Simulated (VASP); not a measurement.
W, 9 atoms in the cell. The cell holds a slab with vacuum, 9 atoms: a = 2.767 Å, b = 4.518 Å, c = 28.434 Å, α = 90.00°, β = 90.00°, γ = 90.00°. 

| Item | Value |
| --- | --- |
| Program | VASP 6.6.1 |
| Task | single point |
| Functional | PBE |
| Potentials or basis | VASP PAW PBE potentials, release 64 (W_sv) |
| Cutoff | 520 eV |
| k mesh | 9 × 6 × 1 |
| Occupations | gaussian, width 0.1 eV |
| Spin | no spin polarisation |
| Dipole correction | yes |
| Further INCAR settings | ALGO = Normal; EDIFF = 1e-06; NBANDS = 73 |

Potentials or basis: VASP PAW PBE potentials, release 64 (W_sv).

Launch:

```sh
$ cat potpaw_PBE.64/W_sv/POTCAR > POTCAR
$ mpirun -np 1 vasp_std > vasp.out
```

Hardware: 1 thread of Oxide Virtual Turin-like Processor, on a shared host.

**Question.** Estimate the wall time of this run.

**Answer.** Run time: 47 min on 1 thread of Oxide Virtual Turin-like Processor, on a shared host, peak memory 0.63 GiB. Counts: scf iterations 41, k points 20.
